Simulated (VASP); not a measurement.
# SiW8C8 in VASP: single point with PBEsol

Aim: the single point of SiW8C8 with PBEsol.

Everything below comes from runs of VASP 6.6.1. Logs are shortened: lines on timing, memory, paths and dates and some standing lists are left out, and cuts for length are marked.

## (1) The cell of the first run

The cell holds a slab with vacuum, 17 atoms: a = 5.795 Å, b = 5.795 Å, c = 17.244 Å, α = 90.00°, β = 90.00°, γ = 120.00°.

## (2) Single point, PBEsol

Contents of INCAR:

```
  ALGO = Normal
  EDIFF = 1E-6
  ENCUT = 520
  GGA = PS
  ISIF = 2
  ISMEAR = 0
  LASPH = True
  LCHARG = False
  LREAL = Auto
  LWAVE = False
  NBANDS = 88
  NELM = 80
  PREC = Accurate
  SIGMA = 0.05
```

Contents of KPOINTS:

```
k-points
0
Gamma
  4 4 1
```

Contents of POSCAR:

```
SiW8C8
1.0
    5.7948000000      0.0000000000      0.0000000000
   -2.8974000000      5.0184440000      0.0000000000
    0.0000000000      0.0000000000     17.2442500000
W C Si
8 8 1
Direct
    0.0000000000      0.0000000000      0.0579902866
    0.0002981427     -0.0002223797      0.2200125839
    0.0000000000      0.5000000000      0.0579902866
    0.0002972470      0.4998144843      0.2200106702
    0.5000000000      0.0000000000      0.0579902866
    0.5003106892     -0.0001986672      0.2260577294
    0.5000000000      0.5000000000      0.0579902866
    0.5003343955      0.4998138865      0.2200128739
    0.3345186000      0.1655178378      0.1345581861
    0.3315711676      0.1685440746      0.2952472273
    0.3345250366      0.6687967426      0.1345636372
    0.3315854574      0.6623363736      0.2952492570
    0.8312360051      0.1655088709      0.1345645070
    0.8377731673      0.1685269378      0.2952496629
    0.8334335127      0.6666040311      0.1327323601
    0.8336503334      0.6664647448      0.2836137843
    0.1669638258      1.3331435003      0.3469791960
```

Potentials or basis: VASP PAW PBE potentials, release 64 (W_sv, C, Si).

Launch:

```bash
> cat potpaw_PBE.64/W_sv/POTCAR potpaw_PBE.64/C/POTCAR potpaw_PBE.64/Si/POTCAR > POTCAR
> mpirun -np 1 vasp_std > vasp.out
```

OUTCAR:

```text
EDIFF = 1E-6
   ENCUT = 520
   GGA = PS
   ISIF = 2
   ISMEAR = 0
   LASPH = True
   LREAL = Auto
   NELM = 80
   PREC = Accurate

 ion  position               nearest neighbor table
   1  0.000  0.000  0.058-  15 2.11  13 2.13   9 2.14   2 2.79   7 2.90   3 2.90   3 2.90   7 2.90
                             5 2.90   5 2.90
   2  0.000  1.000  0.220-  16 2.00  10 2.11  14 2.11   9 2.23  13 2.23  15 2.25  17 2.76   1 2.79
                             4 2.90   8 2.90   8 2.90   4 2.90   6 2.90   6 2.90
   3  0.000  0.500  0.058-  15 2.11  13 2.14  11 2.14   4 2.79   5 2.90   1 2.90   1 2.90   5 2.90
                             7 2.90   7 2.90
   4  0.000  0.500  0.220-  16 2.00  12 2.11  14 2.11  11 2.23  13 2.23  15 2.25  17 2.76   3 2.79
                             8 2.90   2 2.90   2 2.90   8 2.90   6 2.90   6 2.90
   5  0.500  0.000  0.058-   9 2.12  11 2.12  13 2.12   7 2.90   3 2.90   7 2.90   3 2.90   1 2.90
                             1 2.90   6 2.90
   6  0.500  1.000  0.226-  14 2.07  12 2.07  10 2.07  13 2.29  11 2.29   9 2.29   5 2.90   8 2.90
                             2 2.90   4 2.90   4 2.90   8 2.90   2 2.90
   7  0.500  0.500  0.058-  15 2.11  11 2.13   9 2.14   8 2.79   1 2.90   5 2.90   5 2.90   1 2.90
                             3 2.90   3 2.90
   8  0.500  0.500  0.220-  16 2.00  10 2.11  12 2.11   9 2.23  11 2.23  15 2.25  17 2.76   7 2.79
                             4 2.90   2 2.90   2 2.90   4 2.90   6 2.90   6 2.90
   9  0.335  0.166  0.135-   5 2.12   7 2.14   1 2.14   2 2.23   8 2.23   6 2.29
  10  0.332  0.169  0.295-  17 1.88   6 2.07   8 2.11   2 2.11
  11  0.335  0.669  0.135-   5 2.12   7 2.13   3 2.14   4 2.23   8 2.23   6 2.29
  12  0.332  0.662  0.295-  17 1.88   6 2.07   8 2.11   4 2.11
  13  0.831  0.166  0.135-   5 2.12   1 2.13   3 2.14   4 2.23   2 2.23   6 2.29
  14  0.838  0.169  0.295-  17 1.88   6 2.07   2 2.11   4 2.11
  15  0.833  0.667  0.133-   3 2.11   1 2.11   7 2.11   8 2.25   2 2.25   4 2.25
  16  0.834  0.666  0.284-   4 2.00   2 2.00   8 2.00
  17  0.167  0.333  0.347-  14 1.88  12 1.88  10 1.88   4 2.76   2 2.76   8 2.76

  LATTYP: Found a hexagonal cell.
 ALAT       =     5.7948000000
 C/A-ratio  =     2.9758145234

  Lattice vectors:

 A1 = (   5.7948000000,   0.0000000000,   0.0000000000)
 A2 = (  -2.8974000000,   5.0184440000,   0.0000000000)
 A3 = (   0.0000000000,   0.0000000000,  17.2442500000)

Analysis of symmetry for initial positions (statically):
=====================================================================
 Subroutine PRICEL returns:
 Original cell was already a primitive cell.

 Routine SETGRP: Setting up the symmetry group for a
 hexagonal supercell.

 Subroutine GETGRP returns: Found  1 space group operations
 (whereof  1 operations were pure point group operations)
 out of a pool of 24 trial point group operations.

The static configuration has the point symmetry C_1 .

Analysis of symmetry for dynamics (positions and initial velocities):
=====================================================================
 Subroutine PRICEL returns:
 Original cell was already a primitive cell.

 Routine SETGRP: Setting up the symmetry group for a
 hexagonal supercell.

 Subroutine GETGRP returns: Found  1 space group operations
 (whereof  1 operations were pure point group operations)
 out of a pool of 24 trial point group operations.

The dynamic configuration has the point symmetry C_1 .

 Subroutine INISYM returns: Found  1 space group operations
 (whereof  1 operations are pure point group operations),
 and found     1 'primitive' translations

----------------------------------------------------------------------------------------

                                     Primitive cell

  volume of cell :     501.4780

  direct lattice vectors                    reciprocal lattice vectors
     5.794800000  0.000000000  0.000000000     0.172568510  0.099632476  0.000000000
    -2.897400000  5.018444000  0.000000000     0.000000000  0.199264951  0.000000000
     0.000000000  0.000000000 17.244250000     0.000000000  0.000000000  0.057990345

  length of vectors
     5.794800000  5.794799991 17.244250000     0.199264951  0.199264951  0.057990345

  position of ions in fractional coordinates (direct lattice)
     0.000000000  0.000000000  0.057990287
     0.000298143  0.999777620  0.220012584
     0.000000000  0.500000000  0.057990287
     0.000297247  0.499814484  0.220010670
     0.500000000  0.000000000  0.057990287
     0.500310689  0.999801333  0.226057729
[... 9 lines left out ...]
     0.833650333  0.666464745  0.283613784
     0.166963826  0.333143500  0.346979196

  ion indices of the primitive-cell ions
   primitive index   ion index
                 1           1
                 2           2
                 3           3
                 4           4
                 5           5
                 6           6
[... 9 lines left out ...]
                16          16
                17          17

----------------------------------------------------------------------------------------

 KPOINTS: k-points

Automatic generation of k-mesh.
 Grid dimensions read from file:
 generate k-points for:    4    4    1

 Generating k-lattice:

  Cartesian coordinates                     Fractional coordinates (reciprocal lattice)
     0.043142127  0.024908119  0.000000000     0.250000000  0.000000000  0.000000000
     0.000000000  0.049816238  0.000000000     0.000000000  0.250000000  0.000000000
     0.000000000  0.000000000  0.057990345     0.000000000  0.000000000  1.000000000

  Length of vectors
     0.049816238  0.049816238  0.057990345

  Shift w.r.t. Gamma in fractional coordinates (k-lattice)
     0.000000000  0.000000000  0.000000000

 Subroutine IBZKPT returns following result:
 ===========================================

 Found     10 irreducible k-points:

 Following reciprocal coordinates:
            Coordinates               Weight
  0.000000  0.000000  0.000000      1.000000
  0.250000  0.000000  0.000000      2.000000
  0.000000  0.250000  0.000000      2.000000
 -0.250000  0.250000  0.000000      2.000000
  0.500000  0.000000  0.000000      1.000000
  0.000000  0.500000  0.000000      1.000000
  0.500000  0.500000  0.000000      1.000000
  0.250000  0.250000  0.000000      2.000000
 -0.250000  0.500000  0.000000      2.000000
  0.500000  0.250000  0.000000      2.000000
   k-points           NKPTS =     10   k-points in BZ     NKDIM =     10   number of bands    NBANDS=     88
   number of dos      NEDOS =    301   number of ions     NIONS =     17
   total plane-waves  NPLWV = 294912
   dimension x,y,z NGX =    48 NGY =   48 NGZ =  128
   dimension x,y,z NGXF=    96 NGYF=   96 NGZF=  256
   ions per type =               8   8   1
   NGX,Y,Z   is equivalent  to a cutoff of  13.77, 13.77, 12.34 a.u.
   NGXF,Y,Z  is equivalent  to a cutoff of  27.54, 27.54, 24.68 a.u.
 SYSTEM =  unknown system
   PREC   = accura    normal or accurate (medium, high low for compatibility)
   ISTART =      0    job   : 0-new  1-cont  2-samecut
   ICHARG =      2    charge: 1-file 2-atom 10-const
   ISPIN  =      1    spin polarized calculation?
   LNONCOLLINEAR =      F non collinear calculations
   LSORBIT =      F    spin-orbit coupling
   LASPH  =      T    aspherical Exc in radial PAW
   ENCUT  =  520.0 eV  38.22 Ry    6.18 a.u.  10.77 10.77 32.06*2*pi/ulx,y,z
   NELM   =     80;   NELMIN=  2; NELMDL= -5     # of ELM steps
   EDIFF  = 0.1E-05   stopping-criterion for ELM
   LREAL  =      T    real-space projection
   EDIFFG = 0.1E-04   stopping-criterion for IOM
   NSW    =      0    number of steps for IOM
   IBRION =     -1    ionic relax: 0-MD 1-quasi-New 2-CG
   NFREE  =      0    steps in history (QN), initial steepest desc. (CG)
   ISIF   =      2    stress and relaxation
   ISYM   =      2    0-nonsym 1-usesym 2-fastsym
   POTIM  = 0.5000    time-step for ionic-motion
   TEBEG  =    0.0;   TEEND  =   0.0 temperature during run
   PSTRESS=    0.0 pullay stress
   NELECT =     148.0000    total number of electrons
   NUPDOWN=      -1.0000    fix difference up-down
   EMIN   =  10.00;   EMAX   =-10.00  energy-range for DOS
   EFERMI =   0.00;   METHOD = LEGACY
   ISMEAR =     0;   SIGMA  =   0.05  broadening in eV -4-tet -1-fermi 0-gaus
   EFERMI_NEDOS =   21; number of points for ismear=-14 and -15
   IALGO  =     38    algorithm
   IMIX   =      4    mixing-type and parameters
     AMIX     =   0.40;   BMIX     =  1.00
     AMIX_MAG =   1.60;   BMIX_MAG =  1.00
  volume/ion in A,a.u.               =      29.50       199.07
  Fermi-wavevector in a.u.,A,eV,Ry     =   1.089962  2.059730 16.163962  1.188018
  Thomas-Fermi vector in A             =   2.226177
   LORBIT       =      0    0 simple, 1 ext, 2 COOP (PROOUT), +10 PAW based schemes
   GGA     = PS    functional components
   LHFCALC =     F    Hartree Fock is set to
   AEXX    =    0.0000 exact exchange contribution
   IVDW    =     0    specifies the selected vdW correction
   LEPSILON=     F    determine dielectric tensor
   LRPA    =     F    only Hartree local field effects (RPA)
 non-spin polarized calculation
 Gauss-broadening in eV      SIGMA  =   0.05
  energy-cutoff  :      520.00
  volume of cell :      501.48
 maximum number of plane-waves:     13524
 NGX is ok and might be reduce to    48
   NGX = 21   NGY = 21   NGZ = 65

 number of electron     147.9999991 magnetization

 Free energy of the ion-electron system (eV)
  ---------------------------------------------------
  ext. energy  EPLUGINS =         0.00000000
  ---------------------------------------------------
  free energy    TOTEN  =      -180.89602095 eV

  energy without entropy =     -180.88531910  energy(sigma->0) =     -180.89067002

 E-fermi :   0.5486     XC(G=0):  -6.0765

 val. band max:        0.3843250739   @ k =   0.2500   0.2500   0.0000
 cond. band min:       0.5657846476   @ k =  -0.2500   0.2500   0.0000
 fundamental gap:      0.1814595737
 Fermi energy:         0.5486117225

 k-point     1 :       0.0000    0.0000    0.0000
  band No.  band energies     occupation
      1     -73.3319      2.00000
      2     -73.3060      2.00000
      3     -73.2557      2.00000
      4     -73.2310      2.00000
      5     -73.2310      2.00000
      6     -73.1279      2.00000
[... 879 lines left out ...]
     85       3.1382      0.00000
     86       3.5394      0.00000
 [bands above 86 left out]

------------------------ aborting loop because EDIFF is reached ----------------------------------------

  FORCE on cell =-STRESS in cart. coord.  units (eV):
  Direction    XX          YY          ZZ          XY          YZ          ZX
  --------------------------------------------------------------------------------------
  -------------------------------------------------------------------------------------
  Total       -2.8200872     -2.8268954      1.0304235     -0.0061647      0.0396623     -0.0948657
  in kB       -9.0099271     -9.0316788      3.2921110     -0.0196957      0.1267175     -0.3030875
  external PRESSURE =      -4.9164983 kB  Pullay stress =       0.0000000 kB

 VOLUME and BASIS-vectors are now :
 -----------------------------------------------------------------------------
  energy-cutoff  :      520.00
  volume of cell :      501.48
      direct lattice vectors                 reciprocal lattice vectors
     5.794800000  0.000000000  0.000000000     0.172568510  0.099632476  0.000000000
    -2.897400000  5.018444000  0.000000000     0.000000000  0.199264951  0.000000000
     0.000000000  0.000000000 17.244250000     0.000000000  0.000000000  0.057990345

 POSITION                                       TOTAL-FORCE (eV/Angst)
 -----------------------------------------------------------------------------------
      0.00000      0.00000      1.00000         0.007453      0.103650     -0.271682
     -2.89503      5.01733      3.79395        -0.013770      0.027694     -0.014088
     -1.44870      2.50922      1.00000         0.101622     -0.057513     -0.271722
     -1.44644      2.50829      3.79392         0.007810     -0.006705     -0.012809
      2.89740      0.00000      1.00000         0.008768     -0.003698      0.551199
      0.00238      5.01745      3.89820        -0.010733      0.004572      0.000146
[... 9 lines left out ...]
      2.89982      3.34462      4.89071        -0.001339      0.000587      0.105352
      0.00227      1.67186      5.98340         0.002061     -0.000431      0.047451
 -----------------------------------------------------------------------------------
    total drift:                               -0.006280      0.003259     -0.008785

  FREE ENERGIE OF THE ION-ELECTRON SYSTEM (eV)
  ---------------------------------------------------
  free  energy   TOTEN  =      -180.8960209522 eV

  energy  without entropy=     -180.8853190972  energy(sigma->0) =     -180.89067002
```

Wall time 16 min (1 thread of Intel Xeon Platinum 8375C at 2.90GHz (Ice Lake), shared host); peak memory 0.77 GiB.

What came out:

```
Free energy            : -180.8960 eV
Largest force          : 0.551 eV/Å
Band gap on the k mesh : zero (bands 74 and 75 overlap by 0.90 eV)
```

Forces in eV/Å, atoms in the order of the input:
```
W    0.007  0.104 -0.272
W   -0.014  0.028 -0.014
W    0.102 -0.058 -0.272
W    0.008 -0.007 -0.013
W    0.009 -0.004  0.551
W   -0.011  0.005  0.000
W   -0.085 -0.056 -0.272
W   -0.032 -0.005 -0.014
C    0.015 -0.008  0.000
C    0.024 -0.015  0.050
C    0.003  0.013  0.001
C    0.001  0.028  0.048
C   -0.009 -0.009  0.001
C   -0.023 -0.014  0.048
C    0.003 -0.001  0.004
C   -0.001  0.001  0.105
Si   0.002  0.000  0.047
```

Caveat: the PAW data sets were made with another functional, which shifts forces and pressure a little; spin-orbit coupling is left out, which moves the levels of the heavy elements.
